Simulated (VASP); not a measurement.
A run of VASP 6.6.1:

INCAR

```
SYSTEM = Si
ALGO = Normal
EDIFF = 1E-6
ENCUT = 520
GGA = RE
ISIF = 2
ISMEAR = -1
IVDW = 12
LASPH = .True.
LCHARG = .False.
LREAL = .False.
LWAVE = .False.
NBANDS = 8
NELM = 80
PREC = Accurate
SIGMA = 0.1
```

The input KPOINTS:

```
k-points
0
Gamma
  12 12 11
  0 0 0
```

File POSCAR:

```
Si
1.0
    2.5732819537      0.0000000000      0.0000000000
   -1.2866409769      2.2285275430      0.0000000000
    0.0000000000      0.0000000000      2.4524827459
Si
1
Direct
    0.0000000000      0.0000000000      0.0000000000
```

Potentials or basis: VASP PAW PBE potentials, release 64 (Si).

Run with:

```console
$ cat potpaw_PBE.64/Si/POTCAR > POTCAR
$ mpirun -np 1 vasp_std > vasp.out
```

Hardware: 1 thread of Intel(R) Xeon(R) Platinum 8488C (Sapphire Rapids), on a shared host.

**Question.** Estimate the wall time of this run.

**Answer.** Run time: 5.5 s on 1 thread of Intel(R) Xeon(R) Platinum 8488C (Sapphire Rapids) (shared host), peak memory 0.13 GiB. Counts: scf iterations 10, k points 114.
